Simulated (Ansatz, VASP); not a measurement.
Given: the input of a run of Ansatz 0.2.0 on MgI2.

File input.yaml:

```yaml
crystal:
  lattice:
    - [4.1674180176, 0.0, 0.0]
    - [-2.0837090088, 3.6090898714, 0.0]
    - [0.0, 0.0, 6.9255642418]
  atoms:
    - { symbol: I, position: [0.6666666667, 0.3333333333, 0.75] }
    - { symbol: I, position: [0.3333333333, 0.6666666667, 0.25] }
    - { symbol: Mg, position: [0.0, 0.0, 0.0] }
kpoints:
  mp_grid: { grid: [8, 8, 4] }
scf:
  occupations: { method: fermi_dirac, width: 0.05 }
hamiltonian:
  xc: pbesol
  pseudopotentials: { kind: all_electron, lapw: { basis_error: 0.002 } }
output:
  forces: true
  stress: true
  eigenvalues: true
```

Potentials or basis: all-electron LAPW, scalar-relativistic.

Launch:

```sh
$ ansatz run input.yaml --threads 2 --pin off --max-ram 6144MiB --backend cpu --events-out ev --progress --plain --runs-dir out
```

Set up the same calculation for VASP 6.6.1. Potentials there: VASP PAW PBE potentials, release 64 (I, Mg).

As run (the cutoff follows the program's own potentials):

INCAR

```
  PREC = Accurate
  ENCUT = 520
  EDIFF = 1E-6
  ISMEAR = -1
  SIGMA = 0.05
  LREAL = False
  LASPH = True
  NELM = 100
  ALGO = Normal
  ISIF = 2
  LWAVE = False
  LCHARG = True
  GGA = PS
  LELF = True
  LVHAR = True
  NBANDS = 15
```

The input KPOINTS:

```
Automatic mesh
0
Gamma
  8 8 4
```

File POSCAR:

```
MgI2
1.0
    4.1674180176      0.0000000000      0.0000000000
   -2.0837090088      3.6090898714      0.0000000000
    0.0000000000      0.0000000000      6.9255642418
I Mg
2 1
Direct
    0.6666666667      0.3333333333      0.7500000000
    0.3333333333      0.6666666667      0.2500000000
    0.0000000000      0.0000000000      0.0000000000
```

Potentials or basis: VASP PAW PBE potentials, release 64 (I, Mg).

The run is started by

```sh
$ cat potpaw_PBE.64/I/POTCAR potpaw_PBE.64/Mg/POTCAR > POTCAR
$ mpirun -np 1 vasp_std > vasp.out
```

Both were run:

|  | VASP | Ansatz | Ansatz less VASP |
| --- | --- | --- | --- |
| gap on the k mesh at the Fermi level (eV) | 3.40 | 3.41 | +0.012 |
| least direct gap on the mesh (eV) | 3.43 | 3.44 | +0.009 |
| pressure (GPa) | -1.4 | -1.3 | +0.04 |
| traceless stress, the component that is largest in VASP (GPa) | -0.28 | -0.28 | -0.002 |
| rms of the force components (eV/Å) | 0.179 | 0.177 | -0.0020 |

VASP's potentials were made for PBE, not for PBEsol. Atom by atom the forces differ by 0.002 eV/Å (rms over components). Ansatz ran all-electron here, and VASP with PAW potentials.

Spin-orbit coupling is off throughout.
